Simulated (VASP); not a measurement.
# ZnSe: single point with r2SCAN50

The system is ZnSe.

```xyz
2
Lattice="0.0000 2.8324 2.8324 2.8324 0.0000 2.8324 2.8324 2.8324 0.0000" Properties=species:S:1:pos:R:3 pbc="T T T"
Zn    0.0000    0.0000    0.0000
Se    1.4162    1.4162    1.4162
```

```yaml
Program: VASP 6.6.1
Task: single point
Functional: r2SCAN50
Potentials_or_basis: VASP PAW PBE potentials, release 64 (Zn, Se)
Cutoff: 520 eV
k_mesh: 4 × 4 × 4
Occupations: gaussian, width 0.01 eV
Spin: no spin polarisation
Dipole_correction: no
Grid_for_exact_exchange_PRECFOCK: Normal
Further_INCAR_settings: ALGO = Normal; EDIFF = 1e-06; NBANDS = 16
```

```
Pressure               : -0.5 GPa
Band gap on the k mesh : 5.15 eV, direct
```

Levels at points of the mesh, in eV from the valence-band top:
```tsv
k point	band 7	band 8	band 9	band 10	band 11	band 12
(0.00, 0.00, 0.00)	0.00	0.00	0.00	5.15	9.78	9.78
(0.50, 0.00, 0.00)	-5.93	-0.97	-0.97	6.40	10.27	10.27
(0.50, 0.50, 0.00)	-5.52	-2.47	-2.47	6.27	7.16	15.35
```

Wall time 9.5 min on 1 thread of AMD EPYC 7R13 Processor (Zen 3) (shared host), peak memory 0.15 GiB.

Caveat: the k points lie up to 0.48 Å⁻¹ apart; the PAW data sets were made with another functional, which shifts forces and pressure a little.
